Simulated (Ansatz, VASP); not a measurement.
TaN in VASP and in Ansatz

File INCAR:

```
ALGO     = Normal         # electronic algorithm
EDIFF    = 1E-6           # SCF threshold, eV
ENCUT    = 520            # plane-wave cutoff, eV
GGA      = PS             # functional
ISIF     = 2              # what is computed and relaxed
ISMEAR   = 0              # smearing method
LASPH    = True           # aspherical terms in the spheres
LCHARG   = False          # write CHGCAR
LREAL    = False          # projectors in reciprocal space
LWAVE    = False          # write WAVECAR
NBANDS   = 15             # bands
NELM     = 100            # most SCF steps
PREC     = Accurate       # precision mode
SIGMA    = 0.15           # smearing width, eV
```

KPOINTS

```
k-points
0
Gamma
  18 18 16
```

Contents of POSCAR:

```
TaN
1.0
    2.9606000000      0.0000000000      0.0000000000
   -1.4803000000      2.5639548105      0.0000000000
    0.0000000000      0.0000000000      3.0143000000
Ta N
1 1
Direct
    0.3333333333      0.6666666667      0.5000000000
    0.0000000000      0.0000000000      0.0000000000
```

Input for Ansatz:

```yaml
crystal:
  lattice:
    - [2.9606, 0.0, 0.0]
    - [-1.4803, 2.5639548105, 0.0]
    - [0.0, 0.0, 3.0143]
  atoms:
    - { symbol: Ta, position: [0.3333333333, 0.6666666667, 0.5] }
    - { symbol: "N", position: [0.0, 0.0, 0.0] }
basis:
  ecutwfc: 520.0
kpoints:
  mp_grid: { grid: [18, 18, 16] }
hamiltonian:
  xc: pbesol
scf:
  occupations: { method: gaussian, width: 0.15 }
output:
  forces: true
  stress: true
  eigenvalues: true
```

Alike in both runs: task single point; functional PBEsol; k mesh 18 × 18 × 16; occupations gaussian, width 0.15 eV; no spin polarisation.

```csv
,VASP,Ansatz
version,VASP 6.6.1,Ansatz 0.2.0
potentials or method,"VASP PAW PBE potentials, release 64 (Ta_pv, N), cutoff 520 eV","scalar-relativistic, plane waves, PAW"
valence electrons in the cell,16,18
```

Ansatz gave:

| Quantity | Value |
| --- | --- |
| gap on the k mesh at the Fermi level (eV) | none |
| pressure (GPa) | -23.3 |
| traceless stress, the component that is largest in VASP (GPa) | -15.24 |

Estimate VASP's values.

gap on the k mesh at the Fermi level (eV): none; pressure (GPa): -22.8; traceless stress, the component that is largest in VASP (GPa): -15.14.

VASP's potentials were made for PBE, not for PBEsol. A gap of «none» marks a metal or a gap that the smearing closes. VASP's potentials hold 16 valence electrons a cell and Ansatz's 18, so a difference there can come from the potentials and not from the codes.

Neither program's run includes spin-orbit coupling.
